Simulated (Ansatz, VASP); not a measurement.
Two plane-wave programs on VN2

INCAR

```
SYSTEM = VN2
PREC = Accurate
ENCUT = 520
EDIFF = 1E-7
ISMEAR = 0
SIGMA = 0.3
LREAL = .False.
LASPH = .True.
NELM = 60
ALGO = Normal
ISIF = 2
LWAVE = .False.
LCHARG = .False.
GGA = PS
NBANDS = 32
```

Contents of KPOINTS:

```
regular mesh
0
Gamma
  12 12 12
  0 0 0
```

POSCAR

```
VN2
1.0
   -2.1507500000      2.1507500000      2.4913500000
    2.1507500000     -2.1507500000      2.4913500000
    2.1507500000      2.1507500000     -2.4913500000
V N
2 4
Direct
    0.2500000000      0.2500000000      0.0000000000
    0.7500000000      0.7500000000      0.0000000000
    0.1151000000      0.6151000000      0.7302000000
    0.6151000000      0.8849000000      0.5000000000
    0.8849000000      0.3849000000      0.2698000000
    0.3849000000      0.1151000000      0.5000000000
```

Input for Ansatz:

```yaml
crystal:
  lattice:
    - [-2.15075, 2.15075, 2.49135]
    - [2.15075, -2.15075, 2.49135]
    - [2.15075, 2.15075, -2.49135]
  atoms:
    - { symbol: V, position: [0.25, 0.25, 0.0] }
    - { symbol: V, position: [0.75, 0.75, 0.0] }
    - { symbol: "N", position: [0.1151, 0.6151, 0.7302] }
    - { symbol: "N", position: [0.6151, 0.8849, 0.5] }
    - { symbol: "N", position: [0.8849, 0.3849, 0.2698] }
    - { symbol: "N", position: [0.3849, 0.1151, 0.5] }
basis:
  ecutwfc: 420
kpoints:
  mp_grid: { grid: [12, 12, 12] }
hamiltonian:
  xc: pbesol
scf:
  occupations: { method: gaussian, width: 0.3 }
output:
  forces: true
  stress: true
  eigenvalues: true
```

Alike in both runs: task single point; functional PBEsol; k mesh 12 × 12 × 12; occupations gaussian, width 0.3 eV; no spin polarisation.

|  | VASP | Ansatz |
| --- | --- | --- |
| version | VASP 6.6.1 | Ansatz 0.2.0 |
| potentials or method | VASP PAW PBE potentials, release 64 (V_sv, N), cutoff 520 eV | scalar-relativistic, plane waves, PAW |
| valence electrons in the cell | 46 | 46 |

VASP gave:

| Property | Result |
| --- | --- |
| gap on the k mesh at the Fermi level (eV) | none |
| pressure (GPa) | -10.5 |
| traceless stress, the component that is largest in VASP (GPa) | 0.39 |
| rms of the force components (eV/Å) | 0.176 |

Task: Which values does Ansatz return?

Result: gap on the k mesh at the Fermi level (eV): none; pressure (GPa): -11.3; traceless stress, the component that is largest in VASP (GPa): 0.68; rms of the force components (eV/Å): 0.214.

VASP's potentials were made for PBE, not for PBEsol. Atom by atom the forces differ by 0.038 eV/Å (rms over components). A gap of «none» marks a metal or a gap that the smearing closes. The functional is the same, so the differences come from potentials, cutoffs and numerics.
